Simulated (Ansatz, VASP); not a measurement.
**MgO: VASP beside Ansatz**

File POSCAR:

```
MgO
1.0
    0.0000000000      2.2820056627      2.2820056627
    2.2820056627      0.0000000000      2.2820056627
    2.2820056627      2.2820056627      0.0000000000
Mg O
1 1
Direct
    0.0000000000      0.0000000000      0.0000000000
    0.2500000000      0.2500000000      0.2500000000
```

The input INCAR.step1:

```
SYSTEM = MgO
  PREC = Accurate
  ENCUT = 520
  EDIFF = 1E-5
  ISMEAR = 0
  SIGMA = 0.01
  LREAL = .FALSE.
  LASPH = .TRUE.
  NELM = 120
  ALGO = Normal
  ISIF = 2
  LWAVE = .TRUE.
  LCHARG = .FALSE.
  GGA = PE
  NBANDS = 11
  GGA_COMPAT = .FALSE.
```

Contents of INCAR.step2:

```
SYSTEM = MgO
  PREC = Accurate
  ENCUT = 520
  EDIFF = 1E-6
  ISMEAR = 0
  SIGMA = 0.01
  LREAL = .FALSE.
  LASPH = .TRUE.
  NELM = 120
  ALGO = Normal
  ISIF = 2
  LWAVE = .FALSE.
  LCHARG = .FALSE.
  GGA = PE
  LHFCALC = .TRUE.
  HFSCREEN = 0.2079
  PRECFOCK = Normal
  ISTART = 1
  NBANDS = 11
  GGA_COMPAT = .FALSE.
```

Contents of KPOINTS:

```
regular mesh
0
G
  6 6 6
  0 0 0
```

Input for Ansatz:

```yaml
crystal:
  lattice:
    - [0.0, 2.2820056627, 2.2820056627]
    - [2.2820056627, 0.0, 2.2820056627]
    - [2.2820056627, 2.2820056627, 0.0]
  atoms:
    - { symbol: Mg, position: [0.0, 0.0, 0.0] }
    - { symbol: O, position: [0.25, 0.25, 0.25] }
kpoints:
  mp_grid: { grid: [6, 6, 6] }
  band_path:
    path:
      - [0.0, 0.0, 0.0]
      - [-0.5, -0.5, 0.0]
      - [-0.375, -0.375, 0.25]
      - [-0.375, 0.0, 0.375]
      - [0.0, 0.0, 0.5]
      - [-0.5, -0.25, 0.25]
    npoints: 1
hamiltonian:
  xc: hse06
scf:
  occupations: { method: fixed }
  n_extra_bands: 4
output:
  forces: true
  stress: true
  eigenvalues: true
  write_density: true
  write_potential: true
  elf: true
  volumetric_format: npy
```

Alike in both runs: task single point; functional HSE06; k mesh 6 × 6 × 6; no spin polarisation.

```csv
,VASP,Ansatz
version,VASP 6.6.1,Ansatz 0.2.0
potentials or method,"VASP PAW PBE potentials, release 64 (Mg, O)","plane waves, PAW"
plane-wave cutoff (eV),520,420
occupations,"gaussian, width 0.01 eV",fixed
valence electrons in the cell,8,16
```

Ansatz gave:

| Quantity | Value |
| --- | --- |
| gap on the k mesh at the Fermi level (eV) | 5.27 |
| pressure (GPa) | 0.0 |

**Question.** Which values does VASP return?

**Answer.** gap on the k mesh at the Fermi level (eV): 5.24; pressure (GPa): -0.1.

VASP's potentials hold 8 valence electrons a cell and Ansatz's 16, so a difference there can come from the potentials and not from the codes. Ansatz's warnings: stress exchange threshold loose, stress scf threshold loose.
